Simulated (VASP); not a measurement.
# AlCu (Pm-3m) in VASP: notebook

AlCu is run at these levels: r2SCAN; tasks: single point.

Program: VASP 6.6.1. These are calculated values, not measurements. Logs are shortened: lines on timing, memory, paths and dates and some standing lists are left out, and cuts for length are marked.

## Step 1: The cell of the first run

It takes space group Pm-3m (No. 221, cubic). Conventional cell: a = 2.957 Å, b = 2.957 Å, c = 2.957 Å, α = 90.00°, β = 90.00°, γ = 90.00°. Al (site symmetry m-3m) has 8 Cu at 2.56 Å and 6 Al at 2.96 Å within 3.4 Å. Within 3.4 Å of Cu (site symmetry m-3m) lie 8 Al at 2.56 Å and 6 Cu at 2.96 Å.

## Step 2: Single point, r2SCAN

File POSCAR:

```
AlCu
1.0
    2.9568445713      0.0000000000      0.0000000000
    0.0000000000      2.9568445713      0.0000000000
    0.0000000000      0.0000000000      2.9568445713
Al Cu
1 1
Direct
    0.0000000000      0.0000000000      0.0000000000
    0.5000000000      0.5000000000      0.5000000000
```

File INCAR.step1:

```
SYSTEM = AlCu
ALGO = Normal
EDIFF = 1E-4
ENCUT = 520
GGA = PE
ISMEAR = 0
LASPH = .TRUE.
LCHARG = .FALSE.
LREAL = .FALSE.
LWAVE = .TRUE.
NBANDS = 14
NELM = 80
PREC = Accurate
SIGMA = 0.1
```

File INCAR.step2:

```
SYSTEM = AlCu
ALGO = Normal
EDIFF = 1E-7
ENCUT = 520
ISIF = 2
ISMEAR = 0
ISTART = 1
LASPH = .TRUE.
LCHARG = .FALSE.
LMIXTAU = .TRUE.
LREAL = .FALSE.
LWAVE = .FALSE.
METAGGA = R2SCAN
NBANDS = 14
NELM = 80
PREC = Accurate
SIGMA = 0.1
```

File KPOINTS:

```
k-points
0
G
  14 14 14
  0 0 0
```

Potentials or basis: VASP PAW PBE potentials, release 64 (Al, Cu).

Run with:

```
$ cat potpaw_PBE.64/Al/POTCAR potpaw_PBE.64/Cu/POTCAR > POTCAR
$ cp INCAR.step1 INCAR
$ mpirun -np 1 vasp_std > vasp.out
$ cp INCAR.step2 INCAR
$ mpirun -np 1 vasp_std > vasp.out
```

OUTCAR:

```text
SYSTEM = AlCu
   EDIFF = 1E-7
   ENCUT = 520
   ISIF = 2
   ISMEAR = 0
   ISTART = 1
   LASPH = .TRUE.
   LREAL = .FALSE.
   METAGGA = R2SCAN
   NELM = 80
   PREC = Accurate

 ion  position               nearest neighbor table
   1  0.000  0.000  0.000-   2 2.56   2 2.56   2 2.56   2 2.56   2 2.56   2 2.56   2 2.56   2 2.56

   2  0.500  0.500  0.500-   1 2.56   1 2.56   1 2.56   1 2.56   1 2.56   1 2.56   1 2.56   1 2.56

  LATTYP: Found a simple cubic cell.
 ALAT       =     2.9568445713

  Lattice vectors:

 A1 = (   2.9568445713,   0.0000000000,   0.0000000000)
 A2 = (   0.0000000000,   2.9568445713,   0.0000000000)
 A3 = (   0.0000000000,   0.0000000000,   2.9568445713)

Analysis of symmetry for initial positions (statically):
=====================================================================
 Subroutine PRICEL returns:
 Original cell was already a primitive cell.

 Routine SETGRP: Setting up the symmetry group for a
 simple cubic supercell.

 Subroutine GETGRP returns: Found 48 space group operations
[... 9 lines left out ...]

 Routine SETGRP: Setting up the symmetry group for a
 simple cubic supercell.

 Subroutine GETGRP returns: Found 48 space group operations
[... 11 lines left out ...]
                                     Primitive cell

  volume of cell :      25.8515

  direct lattice vectors                    reciprocal lattice vectors
     2.956844571  0.000000000  0.000000000     0.338198365  0.000000000  0.000000000
     0.000000000  2.956844571  0.000000000     0.000000000  0.338198365  0.000000000
     0.000000000  0.000000000  2.956844571     0.000000000  0.000000000  0.338198365

  length of vectors
     2.956844571  2.956844571  2.956844571     0.338198365  0.338198365  0.338198365

  position of ions in fractional coordinates (direct lattice)
     0.000000000  0.000000000  0.000000000
     0.500000000  0.500000000  0.500000000

  ion indices of the primitive-cell ions
   primitive index   ion index
                 1           1
                 2           2

----------------------------------------------------------------------------------------

 KPOINTS: k-points

Automatic generation of k-mesh.
 Grid dimensions read from file:
 generate k-points for:   14   14   14

 Generating k-lattice:

  Cartesian coordinates                     Fractional coordinates (reciprocal lattice)
     0.024157026  0.000000000  0.000000000     0.071428571  0.000000000  0.000000000
     0.000000000  0.024157026  0.000000000     0.000000000  0.071428571  0.000000000
     0.000000000  0.000000000  0.024157026     0.000000000  0.000000000  0.071428571

  Length of vectors
     0.024157026  0.024157026  0.024157026

  Shift w.r.t. Gamma in fractional coordinates (k-lattice)
     0.000000000  0.000000000  0.000000000

 Subroutine IBZKPT returns following result:
 ===========================================

 Found    120 irreducible k-points:

 Following reciprocal coordinates:
            Coordinates               Weight
  0.000000  0.000000  0.000000      1.000000
  0.071429  0.000000  0.000000      6.000000
  0.142857  0.000000  0.000000      6.000000
  0.214286  0.000000  0.000000      6.000000
  0.285714  0.000000  0.000000      6.000000
  0.357143  0.000000  0.000000      6.000000
[... 16 lines left out ...]
  0.285714  0.214286  0.000000     24.000000
  0.357143  0.214286  0.000000     24.000000
 [... further k-points ...]
   k-points           NKPTS =    120   k-points in BZ     NKDIM =    120   number of bands    NBANDS=     14
   number of dos      NEDOS =    301   number of ions     NIONS =      2
   total plane-waves  NPLWV =  13824
   dimension x,y,z NGX =    24 NGY =   24 NGZ =   24
   dimension x,y,z NGXF=    48 NGYF=   48 NGZF=   48
   ions per type =               1   1
   NGX,Y,Z   is equivalent  to a cutoff of  13.49, 13.49, 13.49 a.u.
   NGXF,Y,Z  is equivalent  to a cutoff of  26.99, 26.99, 26.99 a.u.
 SYSTEM =  AlCu
   PREC   = accura    normal or accurate (medium, high low for compatibility)
   ISTART =      1    job   : 0-new  1-cont  2-samecut
   ICHARG =      0    charge: 1-file 2-atom 10-const
   ISPIN  =      1    spin polarized calculation?
   LNONCOLLINEAR =      F non collinear calculations
   LSORBIT =      F    spin-orbit coupling
   LASPH  =      T    aspherical Exc in radial PAW
   ENCUT  =  520.0 eV  38.22 Ry    6.18 a.u.   5.50  5.50  5.50*2*pi/ulx,y,z
   NELM   =     80;   NELMIN=  2; NELMDL=  0     # of ELM steps
   EDIFF  = 0.1E-06   stopping-criterion for ELM
   LREAL  =      F    real-space projection
   EDIFFG = 0.1E-05   stopping-criterion for IOM
   NSW    =      0    number of steps for IOM
   IBRION =     -1    ionic relax: 0-MD 1-quasi-New 2-CG
   NFREE  =      0    steps in history (QN), initial steepest desc. (CG)
   ISIF   =      2    stress and relaxation
   ISYM   =      2    0-nonsym 1-usesym 2-fastsym
   POTIM  = 0.5000    time-step for ionic-motion
   TEBEG  =    0.0;   TEEND  =   0.0 temperature during run
   PSTRESS=    0.0 pullay stress
   NELECT =      14.0000    total number of electrons
   NUPDOWN=      -1.0000    fix difference up-down
   EMIN   =  10.00;   EMAX   =-10.00  energy-range for DOS
   EFERMI =   0.00;   METHOD = LEGACY
   ISMEAR =     0;   SIGMA  =   0.10  broadening in eV -4-tet -1-fermi 0-gaus
   EFERMI_NEDOS =   21; number of points for ismear=-14 and -15
   IALGO  =     38    algorithm
   IMIX   =      4    mixing-type and parameters
     AMIX     =   0.40;   BMIX     =  1.00
     AMIX_MAG =   1.60;   BMIX_MAG =  1.00
  volume/ion in A,a.u.               =      12.93        87.23
  Fermi-wavevector in a.u.,A,eV,Ry     =   1.334409  2.521668 24.227184  1.780648
  Thomas-Fermi vector in A             =   2.463193
   LORBIT       =      0    0 simple, 1 ext, 2 COOP (PROOUT), +10 PAW based schemes
   METAGGA = R2SCAN    functional components
   LHFCALC =     F    Hartree Fock is set to
   AEXX    =    0.0000 exact exchange contribution
   IVDW    =     0    specifies the selected vdW correction
   LEPSILON=     F    determine dielectric tensor
   LRPA    =     F    only Hartree local field effects (RPA)
 non-spin polarized calculation
 Gauss-broadening in eV      SIGMA  =   0.10
  energy-cutoff  :      520.00
  volume of cell :       25.85
 maximum number of plane-waves:       739
 NGX is ok and might be reduce to    24
   NGX = 11   NGY = 11   NGZ = 11

 number of electron      14.0000015 magnetization

 Free energy of the ion-electron system (eV)
  ---------------------------------------------------
  ext. energy  EPLUGINS =         0.00000000
  ---------------------------------------------------
  free energy    TOTEN  =       -17.89669559 eV

  energy without entropy =      -17.89368677  energy(sigma->0) =      -17.89519118

 E-fermi :   9.5465     XC(G=0): -12.6359

 val. band max:        9.4936006728   @ k =   0.4286   0.4286   0.2143
 cond. band min:       9.5660120869   @ k =   0.3571   0.3571   0.3571
 fundamental gap:      0.0724114142
 Fermi energy:         9.5465085502

 k-point     1 :       0.0000    0.0000    0.0000
  band No.  band energies     occupation
      1      -2.9272      2.00000
      2       4.1810      2.00000
      3       4.1810      2.00000
      4       5.3489      2.00000
      5       5.3489      2.00000
      6       5.3489      2.00000
      7      13.7479      0.00000
      8      13.7479      0.00000
      9      13.7479      0.00000
     10      16.0588      0.00000
     11      16.0588      0.00000
     12      21.2605      0.00000
     13      29.3116      0.00000
     14      29.3116      0.00000

 k-point     2 :       0.0714    0.0000    0.0000
  band No.  band energies     occupation
      1      -2.8336      2.00000
      2       4.1845      2.00000
      3       4.1957      2.00000
      4       5.3226      2.00000
      5       5.3226      2.00000
      6       5.3517      2.00000
      7      12.5990      0.00000
      8      13.8607      0.00000
      9      13.8607      0.00000
     10      16.0920      0.00000
     11      17.0742      0.00000
     12      21.6186      0.00000
     13      28.2021      0.00000
     14      28.2021      0.00000

 k-point     3 :       0.1429    0.0000    0.0000
  band No.  band energies     occupation
      1      -2.5539      2.00000
      2       4.1818      2.00000
      3       4.2370      2.00000
      4       5.2506      2.00000
      5       5.2506      2.00000
      6       5.3598      2.00000
      7      10.8102      0.00000
      8      14.1925      0.00000
      9      14.1925      0.00000
     10      16.1905      0.00000
     11      18.3736      0.00000
     12      22.7873      0.00000
     13      26.3996      0.00000
     14      26.3996      0.00000

 k-point     4 :       0.2143    0.0000    0.0000
  band No.  band energies     occupation
      1      -2.0915      2.00000
      2       4.1257      2.00000
      3       4.2974      2.00000
      4       5.1508      2.00000
      5       5.1508      2.00000
      6       5.3714      2.00000
      7       9.0967      2.00000
      8      14.7265      0.00000
      9      14.7265      0.00000
     10      16.3495      0.00000
     11      19.3139      0.00000
     12      24.6038      0.00000
     13      24.6038      0.00000
     14      24.7083      0.00000

 k-point     5 :       0.2857    0.0000    0.0000
  band No.  band energies     occupation
      1      -1.4532      2.00000
      2       3.9077      2.00000
      3       4.3653      2.00000
      4       5.0452      2.00000
      5       5.0452      2.00000
      6       5.3843      2.00000
      7       7.6576      2.00000
      8      15.4417      0.00000
      9      15.4417      0.00000
     10      16.5558      0.00000
     11      20.0892      0.00000
[... 276 lines left out ...]
 k-point    22 :       0.2143    0.2143    0.0000
  band No.  band energies     occupation
      1      -1.2763      2.00000
      2       4.2467      2.00000
      3       4.3344      2.00000
      4       4.9269      2.00000
      5       5.1581      2.00000
      6       5.2092      2.00000
      7       9.2787      1.99985
      8      10.5855      0.00000
      9      15.6735      0.00000
     10      17.7672      0.00000
     11      20.2201      0.00000
     12      23.1588      0.00000
     13      25.0012      0.00000
     14      25.4348      0.00000

 k-point    23 :       0.2857    0.2143    0.0000
  band No.  band energies     occupation
      1      -0.6573      2.00000
      2       4.0848      2.00000
      3       4.4233      2.00000
      4       4.8714      2.00000
      5       5.0775      2.00000
      6       5.2073      2.00000
      7       8.1442      2.00000
      8      10.7829      0.00000
      9      16.3685      0.00000
     10      17.1451      0.00000
     11      19.6118      0.00000
     12      23.5419      0.00000
     13      24.2788      0.00000
     14      25.7080      0.00000

 k-point    24 :       0.3571    0.2143    0.0000
  band No.  band energies     occupation
      1       0.1150      2.00000
      2       3.6601      2.00000
      3       4.5200      2.00000
      4       4.8788      2.00000
      5       4.9931      2.00000
      6       5.2209      2.00000
      7       7.0213      2.00000
      8      11.4698      0.00000
      9      15.9102      0.00000
     10      17.2231      0.00000
     11      19.8109      0.00000
     12      22.0280      0.00000
     13      24.2784      0.00000
     14      25.9548      0.00000

 [... further k-points ...]

------------------------ aborting loop because EDIFF is reached ----------------------------------------

  FORCE on cell =-STRESS in cart. coord.  units (eV):
  Direction    XX          YY          ZZ          XY          YZ          ZX
  --------------------------------------------------------------------------------------
  -------------------------------------------------------------------------------------
  Total        0.0051127      0.0051127      0.0051127     -0.0000000      0.0000000     -0.0000000
  in kB        0.3168641      0.3168641      0.3168641     -0.0000000      0.0000000     -0.0000000
  external PRESSURE =       0.3168641 kB  Pullay stress =       0.0000000 kB

 VOLUME and BASIS-vectors are now :
 -----------------------------------------------------------------------------
  energy-cutoff  :      520.00
  volume of cell :       25.85
      direct lattice vectors                 reciprocal lattice vectors
     2.956844571  0.000000000  0.000000000     0.338198365  0.000000000  0.000000000
     0.000000000  2.956844571  0.000000000     0.000000000  0.338198365  0.000000000
     0.000000000  0.000000000  2.956844571     0.000000000  0.000000000  0.338198365

 POSITION                                       TOTAL-FORCE (eV/Angst)
 -----------------------------------------------------------------------------------
      0.00000      0.00000      0.00000         0.000000      0.000000      0.000000
      1.47842      1.47842      1.47842         0.000000      0.000000      0.000000
 -----------------------------------------------------------------------------------
    total drift:                                0.000000      0.000000     -0.000000

  FREE ENERGIE OF THE ION-ELECTRON SYSTEM (eV)
  ---------------------------------------------------
  free  energy   TOTEN  =       -17.8966955928 eV

  energy  without entropy=      -17.8936867698  energy(sigma->0) =      -17.89519118
```

Run time: 4.3 min. Hardware: 1 thread of Intel Xeon 8259CL, shared host; peak memory 0.15 GiB.

Results:

```
Free energy            : -17.8967 eV
Pressure               : 0.0 GPa
Band gap on the k mesh : zero (band 7 reaches 13.75 eV, above the bottom of band 8 at 8.68 eV)
```

Levels at points of the mesh, in eV from the Fermi level:
| k point | band 5 | band 6 | band 7 | band 8 | band 9 | band 10 |
| --- | --- | --- | --- | --- | --- | --- |
| (0.00, 0.00, 0.00) | -4.20 | -4.20 | 4.20 | 4.20 | 4.20 | 6.51 |
| (0.50, 0.00, 0.00) | -4.67 | -4.14 | -3.43 | 7.49 | 8.63 | 8.63 |
| (0.50, 0.50, 0.00) | -4.18 | -4.18 | -3.83 | -0.87 | 0.07 | 11.34 |
| (0.50, 0.50, 0.50) | -3.81 | 0.62 | 0.62 | 0.62 | 2.31 | 2.31 |

Caveat: the PAW data sets were made with another functional, which shifts forces and pressure a little.

## Step 3: Single point, r2SCAN (volume scaled by 0.94)

File POSCAR:

```
AlCu
1.0
    2.8964838700      0.0000000000      0.0000000000
    0.0000000000      2.8964838700      0.0000000000
    0.0000000000      0.0000000000      2.8964838700
Al Cu
1 1
Direct
    0.0000000000      0.0000000000      0.0000000000
    0.5000000000      0.5000000000      0.5000000000
```

File INCAR.step1:

```
  PREC = Accurate
  ENCUT = 520
  ISMEAR = 0
  SIGMA = 0.1
  LREAL = False
  LASPH = True
  NELM = 60
  NBANDS = 14
  GGA = PE
  ALGO = Normal
  EDIFF = 1E-4
  LWAVE = True
  LCHARG = False
```

File INCAR.step2:

```
  PREC = Accurate
  ENCUT = 520
  EDIFF = 1E-6
  ISMEAR = 0
  SIGMA = 0.1
  LREAL = False
  LASPH = True
  NELM = 60
  ALGO = Normal
  ISIF = 2
  LWAVE = False
  LCHARG = False
  METAGGA = R2SCAN
  LMIXTAU = True
  NBANDS = 14
  ISTART = 1
```

File KPOINTS:

```
Automatic mesh
0
Gamma
  14 14 14
```

Potentials or basis: VASP PAW PBE potentials, release 64 (Al, Cu).

Run with:

```
$ cat potpaw_PBE.64/Al/POTCAR potpaw_PBE.64/Cu/POTCAR > POTCAR
$ cp INCAR.step1 INCAR
$ mpirun -np 1 vasp_std > vasp.out
$ cp INCAR.step2 INCAR
$ mpirun -np 1 vasp_std > vasp.out
```

It took 53 s on 1 thread of Intel Xeon Platinum 8488C (Sapphire Rapids), shared host; peak memory 0.17 GiB.

It converged, with:

| Quantity | Value |
| --- | --- |
| Free energy | -17.8535 eV |
| Pressure | 10.4 GPa |
| Band gap on the k mesh | zero (band 7 reaches 14.74 eV, above the bottom of band 8 at 9.48 eV) |

Levels at points of the mesh, in eV from the Fermi level:
```
           k point  band 4  band 5  band 6  band 7  band 8  band 9  band 10  band 11
(0.00, 0.00, 0.00)   -4.44   -4.44   -4.44    4.37    4.37    4.37     6.60     6.60
(0.50, 0.00, 0.00)   -4.96   -4.96   -4.38   -3.59    7.51    8.85     8.85     9.91
(0.50, 0.50, 0.00)   -4.85   -4.45   -4.45   -4.04   -0.89    0.25    11.98    14.05
(0.50, 0.50, 0.50)   -4.02   -4.02    0.46    0.46    0.46    2.46     2.46     2.46
```

Caveat: the PAW data sets were made with another functional, which shifts forces and pressure a little.

## Step 4: Single point, r2SCAN (volume scaled by 0.97)

File POSCAR:

```
AlCu
1.0
    2.9269754146      0.0000000000      0.0000000000
    0.0000000000      2.9269754146      0.0000000000
    0.0000000000      0.0000000000      2.9269754146
Al Cu
1 1
Direct
    0.0000000000      0.0000000000      0.0000000000
    0.5000000000      0.5000000000      0.5000000000
```

File INCAR.step1:

```
SYSTEM = AlCu
PREC = Accurate ; ENCUT = 520
ISMEAR = 0 ; SIGMA = 0.1
LREAL = .FALSE. ; LASPH = .TRUE.
NELM = 80 ; NBANDS = 14
GGA = PE ; ALGO = Normal
EDIFF = 1E-4 ; LWAVE = .TRUE.
LCHARG = .FALSE.
```

File INCAR.step2:

```
SYSTEM = AlCu
PREC = Accurate ; ENCUT = 520
EDIFF = 1E-7 ; ISMEAR = 0
SIGMA = 0.1 ; LREAL = .FALSE.
LASPH = .TRUE. ; NELM = 80
ALGO = Normal ; ISIF = 2
LWAVE = .FALSE. ; LCHARG = .FALSE.
METAGGA = R2SCAN ; LMIXTAU = .TRUE.
NBANDS = 14 ; ISTART = 1
```

File KPOINTS:

```
Automatic mesh
0
G
  14 14 14
  0 0 0
```

Run with:

```
$ cat potpaw_PBE.64/Al/POTCAR potpaw_PBE.64/Cu/POTCAR > POTCAR
$ cp INCAR.step1 INCAR
$ mpirun -np 1 vasp_std > vasp.out
$ cp INCAR.step2 INCAR
$ mpirun -np 1 vasp_std > vasp.out
```

It took 82 s on 1 thread of Intel Xeon Platinum 8488C (Sapphire Rapids), shared host; peak memory 0.17 GiB.

The run converged. Its results:

| Property | Result |
| --- | --- |
| Free energy | -17.8865 eV |
| Pressure | 4.3 GPa |
| Band gap on the k mesh | zero (band 7 reaches 14.23 eV, above the bottom of band 8 at 9.06 eV) |

Levels at points of the mesh, in eV from the Fermi level:
```csv
k point,band 4,band 5,band 6,band 7,band 8,band 9,band 10,band 11
"(0.00, 0.00, 0.00)",-4.32,-4.32,-4.32,4.28,4.28,4.28,6.56,6.56
"(0.50, 0.00, 0.00)",-4.81,-4.81,-4.25,-3.51,7.50,8.73,8.73,9.65
"(0.50, 0.50, 0.00)",-4.70,-4.31,-4.31,-3.93,-0.88,0.16,11.65,13.85
"(0.50, 0.50, 0.50)",-3.91,-3.91,0.54,0.54,0.54,2.39,2.39,2.39
```

Caveat: the PAW data sets were made with another functional, which shifts forces and pressure a little.

(Continued in part 2 of 2.)
